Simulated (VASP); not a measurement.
# NbTe (F-43m) in VASP: notebook

The runs below take NbTe through single point, with PBE.

Everything below comes from runs of VASP 6.6.1. Logs are shortened: lines on timing, memory, paths and dates and some standing lists are left out, and cuts for length are marked.

### 1 The cell of the first run

Symmetry: F-43m, No. 216, cubic system. The conventional cell has a = 6.314 Å, b = 6.314 Å, c = 6.314 Å, α = 90.00°, β = 90.00°, γ = 90.00°. Within 3.6 Å of Nb (site symmetry -43m) lie 4 Te at 2.73 Å. Te (site symmetry -43m) has 4 Nb at 2.73 Å within 3.6 Å.

### 2 Single point, PBE, collinear spin (31.46 Å³/atom)

Input file INCAR:

```
SYSTEM = NbTe
PREC = Accurate ; ENCUT = 520
EDIFF = 1E-6 ; ISMEAR = 0
SIGMA = 0.05 ; LREAL = .False.
LASPH = .True. ; NELM = 150
ALGO = Normal ; ISIF = 2
LWAVE = .False. ; LCHARG = .False.
ISPIN = 2 ; MAGMOM = 1.56 0
LORBIT = 11 ; LMAXMIX = 4
GGA = PE ; NBANDS = 20
```

Input file KPOINTS:

```
regular mesh
0
Gamma
  10 10 10
  0 0 0
```

Input file POSCAR:

```
NbTe
1.0
    0.0000000000      3.1568094644      3.1568094644
    3.1568094644      0.0000000000      3.1568094644
    3.1568094644      3.1568094644      0.0000000000
Nb Te
1 1
Direct
    0.0000000000      0.0000000000      0.0000000000
    0.2500000000      0.2500000000      0.2500000000
```

Potentials or basis: VASP PAW PBE potentials, release 64 (Nb_sv, Te).

Command:

```
$ cat potpaw_PBE.64/Nb_sv/POTCAR potpaw_PBE.64/Te/POTCAR > POTCAR
$ mpirun -np 1 vasp_std > vasp.out
```

OUTCAR:

```text
SYSTEM = NbTe
   PREC = Accurate
   ENCUT = 520
   EDIFF = 1E-6
   ISMEAR = 0
   LREAL = .False.
   LASPH = .True.
   NELM = 150
   ISIF = 2
   ISPIN = 2
   LORBIT = 11
   GGA = PE

 ion  position               nearest neighbor table
   1  0.000  0.000  0.000-   2 2.73   2 2.73   2 2.73   2 2.73
   2  0.250  0.250  0.250-   1 2.73   1 2.73   1 2.73   1 2.73

  LATTYP: Found a face centered cubic cell.
 ALAT       =     6.3136189288

  Lattice vectors:

 A1 = (   0.0000000000,   3.1568094644,   3.1568094644)
 A2 = (   3.1568094644,   0.0000000000,   3.1568094644)
 A3 = (   3.1568094644,   3.1568094644,   0.0000000000)

Analysis of symmetry for initial positions (statically):
=====================================================================
 Subroutine PRICEL returns:
 Original cell was already a primitive cell.

 Routine SETGRP: Setting up the symmetry group for a
 face centered cubic supercell.

 Subroutine GETGRP returns: Found 24 space group operations
 (whereof 24 operations were pure point group operations)
 out of a pool of 48 trial point group operations.

The static configuration has the point symmetry T_d .

Analysis of symmetry for dynamics (positions and initial velocities):
=====================================================================
 Subroutine PRICEL returns:
 Original cell was already a primitive cell.

 Routine SETGRP: Setting up the symmetry group for a
 face centered cubic supercell.

 Subroutine GETGRP returns: Found 24 space group operations
 (whereof 24 operations were pure point group operations)
 out of a pool of 48 trial point group operations.

The dynamic configuration has the point symmetry T_d .

Analysis of structural, dynamic, and magnetic symmetry:
=====================================================================
 Subroutine PRICEL returns:
 Original cell was already a primitive cell.

 Routine SETGRP: Setting up the symmetry group for a
 face centered cubic supercell.

 Subroutine GETGRP returns: Found 24 space group operations
 (whereof 24 operations were pure point group operations)
 out of a pool of 48 trial point group operations.

The overall configuration has the point symmetry T_d .

 Subroutine INISYM returns: Found 24 space group operations
 (whereof 24 operations are pure point group operations),
 and found     1 'primitive' translations

----------------------------------------------------------------------------------------

                                     Primitive cell

  volume of cell :      62.9180

  direct lattice vectors                    reciprocal lattice vectors
     0.000000000  3.156809464  3.156809464    -0.158387766  0.158387766  0.158387766
     3.156809464  0.000000000  3.156809464     0.158387766 -0.158387766  0.158387766
     3.156809464  3.156809464  0.000000000     0.158387766  0.158387766 -0.158387766

  length of vectors
     4.464402758  4.464402758  4.464402758     0.274335659  0.274335659  0.274335659

  position of ions in fractional coordinates (direct lattice)
     0.000000000  0.000000000  0.000000000
     0.250000000  0.250000000  0.250000000

  ion indices of the primitive-cell ions
   primitive index   ion index
                 1           1
                 2           2

----------------------------------------------------------------------------------------

 KPOINTS: regular mesh

Automatic generation of k-mesh.
 Grid dimensions read from file:
 generate k-points for:   10   10   10

 Generating k-lattice:

  Cartesian coordinates                     Fractional coordinates (reciprocal lattice)
    -0.015838777  0.015838777  0.015838777     0.100000000  0.000000000  0.000000000
     0.015838777 -0.015838777  0.015838777     0.000000000  0.100000000  0.000000000
     0.015838777  0.015838777 -0.015838777     0.000000000  0.000000000  0.100000000

  Length of vectors
     0.027433566  0.027433566  0.027433566

  Shift w.r.t. Gamma in fractional coordinates (k-lattice)
     0.000000000  0.000000000  0.000000000

 Subroutine IBZKPT returns following result:
 ===========================================

 Found     47 irreducible k-points:

 Following reciprocal coordinates:
            Coordinates               Weight
  0.000000  0.000000  0.000000      1.000000
  0.100000  0.000000  0.000000      8.000000
  0.200000  0.000000  0.000000      8.000000
  0.300000  0.000000  0.000000      8.000000
  0.400000  0.000000  0.000000      8.000000
  0.500000  0.000000  0.000000      4.000000
[... 16 lines left out ...]
  0.300000  0.300000  0.000000      6.000000
  0.400000  0.300000  0.000000     24.000000
 [... further k-points ...]
   k-points           NKPTS =     47   k-points in BZ     NKDIM =     47   number of bands    NBANDS=     20
   number of dos      NEDOS =    301   number of ions     NIONS =      2
   total plane-waves  NPLWV =  46656
   dimension x,y,z NGX =    36 NGY =   36 NGZ =   36
   dimension x,y,z NGXF=    72 NGYF=   72 NGZF=   72
   ions per type =               1   1
   NGX,Y,Z   is equivalent  to a cutoff of  13.41, 13.41, 13.41 a.u.
   NGXF,Y,Z  is equivalent  to a cutoff of  26.81, 26.81, 26.81 a.u.
 SYSTEM =  NbTe
   PREC   = accura    normal or accurate (medium, high low for compatibility)
   ISTART =      0    job   : 0-new  1-cont  2-samecut
   ICHARG =      2    charge: 1-file 2-atom 10-const
   ISPIN  =      2    spin polarized calculation?
   LNONCOLLINEAR =      F non collinear calculations
   LSORBIT =      F    spin-orbit coupling
   LASPH  =      T    aspherical Exc in radial PAW
   ENCUT  =  520.0 eV  38.22 Ry    6.18 a.u.   8.30  8.30  8.30*2*pi/ulx,y,z
   NELM   =    150;   NELMIN=  2; NELMDL= -5     # of ELM steps
   EDIFF  = 0.1E-05   stopping-criterion for ELM
   LREAL  =      F    real-space projection
   EDIFFG = 0.1E-04   stopping-criterion for IOM
   NSW    =      0    number of steps for IOM
   IBRION =     -1    ionic relax: 0-MD 1-quasi-New 2-CG
   NFREE  =      0    steps in history (QN), initial steepest desc. (CG)
   ISIF   =      2    stress and relaxation
   ISYM   =      2    0-nonsym 1-usesym 2-fastsym
   POTIM  = 0.5000    time-step for ionic-motion
   TEBEG  =    0.0;   TEEND  =   0.0 temperature during run
   PSTRESS=    0.0 pullay stress
   NELECT =      19.0000    total number of electrons
   NUPDOWN=      -1.0000    fix difference up-down
   EMIN   =  10.00;   EMAX   =-10.00  energy-range for DOS
   EFERMI =   0.00;   METHOD = LEGACY
   ISMEAR =     0;   SIGMA  =   0.05  broadening in eV -4-tet -1-fermi 0-gaus
   EFERMI_NEDOS =   21; number of points for ismear=-14 and -15
   IALGO  =     38    algorithm
   IMIX   =      4    mixing-type and parameters
     AMIX     =   0.40;   BMIX     =  1.00
     AMIX_MAG =   1.60;   BMIX_MAG =  1.00
  volume/ion in A,a.u.               =      31.46       212.30
  Fermi-wavevector in a.u.,A,eV,Ry     =   1.098334  2.075550 16.413212  1.206337
  Thomas-Fermi vector in A             =   2.234709
   LORBIT       =     11    0 simple, 1 ext, 2 COOP (PROOUT), +10 PAW based schemes
   GGA     = PE    functional components
   LHFCALC =     F    Hartree Fock is set to
   AEXX    =    0.0000 exact exchange contribution
   IVDW    =     0    specifies the selected vdW correction
   LEPSILON=     F    determine dielectric tensor
   LRPA    =     F    only Hartree local field effects (RPA)
 spin polarized calculation
 Gauss-broadening in eV      SIGMA  =   0.05
  energy-cutoff  :      520.00
  volume of cell :       62.92
 maximum number of plane-waves:      1717
 NGX is ok and might be reduce to    36
   NGX = 17   NGY = 17   NGZ = 17

 number of electron      19.0000001 magnetization       2.1472698

 Free energy of the ion-electron system (eV)
  ---------------------------------------------------
  ext. energy  EPLUGINS =         0.00000000
  ---------------------------------------------------
  free energy    TOTEN  =       -12.29144678 eV

  energy without entropy =      -12.28943077  energy(sigma->0) =      -12.29043878

 E-fermi :   6.2451     XC(G=0):  -9.2624

 val. band max:        6.2233554357   @ k =   0.5000   0.3000   0.1000
 cond. band min:       6.2510000380   @ k =  -0.3000   0.3000   0.0000
 fundamental gap:      0.0276446023
 Fermi energy:         6.2451149714

 spin component 1

 k-point     1 :       0.0000    0.0000    0.0000
  band No.  band energies     occupation
      1     -49.3016      1.00000
      2     -25.4869      1.00000
      3     -25.4869      1.00000
      4     -25.4869      1.00000
      5      -6.1067      1.00000
      6       2.3704      1.00000
[... 12 lines left out ...]
     19      16.3070      0.00000
     20      16.3070      0.00000

 k-point     2 :       0.1000    0.0000    0.0000
  band No.  band energies     occupation
      1     -49.3015      1.00000
      2     -25.4897      1.00000
      3     -25.4873      1.00000
      4     -25.4873      1.00000
      5      -6.0527      1.00000
      6       2.2311      1.00000
[... 12 lines left out ...]
     19      16.0770      0.00000
     20      16.0771      0.00000

 k-point     3 :       0.2000    0.0000    0.0000
  band No.  band energies     occupation
      1     -49.3011      1.00000
      2     -25.4971      1.00000
      3     -25.4884      1.00000
      4     -25.4884      1.00000
      5      -5.9074      1.00000
      6       1.9261      1.00000
[... 12 lines left out ...]
     19      15.8746      0.00000
     20      15.8746      0.00000

 k-point     4 :       0.3000    0.0000    0.0000
  band No.  band energies     occupation
      1     -49.3007      1.00000
      2     -25.5062      1.00000
      3     -25.4898      1.00000
      4     -25.4898      1.00000
      5      -5.7195      1.00000
      6       1.6346      1.00000
[... 429 lines left out ...]
 k-point    23 :       0.3000    0.3000    0.0000
  band No.  band energies     occupation
      1     -49.3005      1.00000
      2     -25.5068      1.00000
      3     -25.4937      1.00000
      4     -25.4937      1.00000
      5      -5.5884      1.00000
      6       1.3880      1.00000
[... 12 lines left out ...]
     19      16.1309      0.00000
     20      18.5775      0.00000

 k-point    24 :       0.4000    0.3000    0.0000
  band No.  band energies     occupation
      1     -49.3002      1.00000
      2     -25.5113      1.00000
      3     -25.4956      1.00000
      4     -25.4949      1.00000
      5      -5.4615      1.00000
      6       1.2947      1.00000
[... 12 lines left out ...]
     19      16.2615      0.00000
     20      18.3581      0.00000

 [... further k-points ...]

 spin component 2

 k-point     1 :       0.0000    0.0000    0.0000
  band No.  band energies     occupation
      1     -48.2801      1.00000
      2     -24.3126      1.00000
      3     -24.3126      1.00000
      4     -24.3126      1.00000
      5      -6.0149      1.00000
      6       2.7842      1.00000
[... 12 lines left out ...]
     19      16.7308      0.00000
     20      16.7308      0.00000

 k-point     2 :       0.1000    0.0000    0.0000
  band No.  band energies     occupation
      1     -48.2800      1.00000
      2     -24.3157      1.00000
      3     -24.3131      1.00000
      4     -24.3131      1.00000
      5      -5.9647      1.00000
      6       2.6363      1.00000
[... 12 lines left out ...]
     19      16.5336      0.00000
     20      16.5336      0.00000

 k-point     3 :       0.2000    0.0000    0.0000
  band No.  band energies     occupation
      1     -48.2797      1.00000
      2     -24.3236      1.00000
      3     -24.3143      1.00000
      4     -24.3143      1.00000
      5      -5.8298      1.00000
      6       2.3108      1.00000
[... 12 lines left out ...]
     19      16.3711      0.00000
     20      16.3711      0.00000

 k-point     4 :       0.3000    0.0000    0.0000
  band No.  band energies     occupation
      1     -48.2792      1.00000
      2     -24.3335      1.00000
      3     -24.3157      1.00000
      4     -24.3157      1.00000
      5      -5.6560      1.00000
      6       1.9935      1.00000
[... 429 lines left out ...]
 k-point    23 :       0.3000    0.3000    0.0000
  band No.  band energies     occupation
      1     -48.2790      1.00000
      2     -24.3342      1.00000
      3     -24.3198      1.00000
      4     -24.3198      1.00000
      5      -5.5355      1.00000
      6       1.8261      1.00000
[... 12 lines left out ...]
     19      16.4341      0.00000
     20      19.0366      0.00000

 k-point    24 :       0.4000    0.3000    0.0000
  band No.  band energies     occupation
      1     -48.2787      1.00000
      2     -24.3391      1.00000
      3     -24.3218      1.00000
      4     -24.3211      1.00000
      5      -5.4191      1.00000
      6       1.7356      1.00000
[... 12 lines left out ...]
     19      16.5658      0.00000
     20      18.9143      0.00000

 [... further k-points ...]

------------------------ aborting loop because EDIFF is reached ----------------------------------------

  FORCE on cell =-STRESS in cart. coord.  units (eV):
  Direction    XX          YY          ZZ          XY          YZ          ZX
  --------------------------------------------------------------------------------------
  -------------------------------------------------------------------------------------
  Total        0.5836799      0.5836799      0.5836799      0.0000000      0.0000000     -0.0000000
  in kB       14.8631276     14.8631276     14.8631276      0.0000000      0.0000000     -0.0000000
  external PRESSURE =      14.8631276 kB  Pullay stress =       0.0000000 kB

 VOLUME and BASIS-vectors are now :
 -----------------------------------------------------------------------------
  energy-cutoff  :      520.00
  volume of cell :       62.92
      direct lattice vectors                 reciprocal lattice vectors
     0.000000000  3.156809464  3.156809464    -0.158387766  0.158387766  0.158387766
     3.156809464  0.000000000  3.156809464     0.158387766 -0.158387766  0.158387766
     3.156809464  3.156809464  0.000000000     0.158387766  0.158387766 -0.158387766

 POSITION                                       TOTAL-FORCE (eV/Angst)
 -----------------------------------------------------------------------------------
      0.00000      0.00000      0.00000         0.000000      0.000000      0.000000
      1.57840      1.57840      1.57840        -0.000000     -0.000000     -0.000000
 -----------------------------------------------------------------------------------
    total drift:                                0.000000      0.000000      0.000000

  FREE ENERGIE OF THE ION-ELECTRON SYSTEM (eV)
  ---------------------------------------------------
  free  energy   TOTEN  =       -12.2914467836 eV

  energy  without entropy=      -12.2894307673  energy(sigma->0) =      -12.29043878

 total charge

# of ion       s       p       d       tot
------------------------------------------
    1        2.145   5.950   2.601  10.696
    2        1.333   2.106   0.079   3.517
--------------------------------------------------
tot          3.478   8.056   2.679  14.213

 magnetization (x)

# of ion       s       p       d       tot
------------------------------------------
    1        0.030   0.011   1.514   1.555
    2       -0.012  -0.079   0.044  -0.048
--------------------------------------------------
tot          0.018  -0.068   1.558   1.508
```

Wall time 65 s (1 thread of Intel Xeon 6975P-C (Granite Rapids), shared host); peak memory 0.29 GiB.

Results:

* Free energy: -12.2914 eV
* Pressure: 1.5 GPa
* Net moment: 2.15 μB per cell
* Site moments: Nb +1.55; Te -0.05 μB
* Valence electrons inside the program's atomic spheres: Nb 10.70; Te 3.52

Caveat: spin-orbit coupling is left out, which moves the levels of the heavy elements.

[end of part 1 of 2]
